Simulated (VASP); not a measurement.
# Co: relaxation of cell and atoms with PBE

Crystal: Co.

```
Co
1.0
     0.00000    1.76301    1.76301
     1.76301    0.00000    1.76301
     1.76301    1.76301    0.00000
Co
1
Cartesian
  0.0000 0.0000 0.0000
```

This isn't the form of Co at room conditions, which is hcp.

* Program: VASP 6.6.1
* Task: relaxation of cell and atoms
* Functional: PBE
* Potentials or basis: VASP PAW PBE potentials, release 64 (Co)
* Cutoff: 600 eV
* k mesh: 20 × 20 × 20
* Occupations: gaussian, width 0.1 eV
* Spin: collinear spin, ferromagnetic start
* Starting moments: [1.94] μB
* Dipole correction: no
* Further INCAR settings: ALGO = Normal; EDIFF = 1e-06; IBRION = 2; EDIFFG = -0.01; NSW = 80; ISIF = 3

```yaml
Relaxed_volume: 10.86 Å³/atom
Relaxed_cell: a = 2.486 Å, b = 2.486 Å, c = 2.486 Å, α = 60.00°, β = 60.00°, γ = 60.00°
Space_group_after_relaxing_to_0.1_Å: Fm-3m (No. 225)
Energy_gained_by_relaxing: 0.6 meV/atom
Ionic_steps: 3
Pressure_after_relaxing: 0.1 GPa
Net_moment: 1.63 μB per cell
Site_moments: Co +1.65 μB
Valence_electrons_inside_the_program's_atomic_spheres: Co 8.27
```

Step by step:
```tsv
step	energy change (eV)	largest force (eV/Å)	pressure (GPa)	volume (Å³)
1	0.0000	0.0000	-1.78	10.96
2	0.0000	0.0000	1.99	10.77
3	-0.0006	0.0000	0.07	10.86
```

Final structure:
```yaml
crystal:
  lattice:
    - [0.00000, 1.75783, 1.75783]
    - [1.75783, 0.00000, 1.75783]
    - [1.75783, 1.75783, 0.00000]
  atoms:
    - { symbol: Co, position: [0.00000, 0.00000, 0.00000] }
```

Levels at points of the mesh, in eV from the Fermi level:
Spin up:
```tsv
k point	band 1	band 2	band 3	band 4	band 5	band 6	band 7	band 8	band 9
(0.00, 0.00, 0.00)	-9.01	-2.72	-2.72	-2.72	-1.68	-1.68	23.03	27.36	27.36
(0.50, 0.00, 0.00)	-5.21	-2.85	-2.85	-0.78	-0.78	-0.29	6.11	21.59	24.87
(0.50, 0.50, 0.00)	-5.29	-4.65	-0.90	-0.52	-0.52	2.51	9.56	14.87	14.87
```
Spin down:
```tsv
k point	band 1	band 2	band 3	band 4	band 5	band 6	band 7	band 8	band 9
(0.00, 0.00, 0.00)	-8.99	-1.15	-1.15	-1.15	0.31	0.31	22.71	27.52	27.52
(0.50, 0.00, 0.00)	-4.30	-1.16	-1.16	-0.34	1.12	1.12	7.12	21.29	25.19
(0.50, 0.50, 0.00)	-4.10	-3.40	1.18	1.29	1.29	2.52	10.47	15.04	15.04
```

It took 2.4 min on 1 thread of AMD EPYC 7R43 64-Core Processor (Zen 3), with other jobs on the host, peak memory 0.14 GiB.
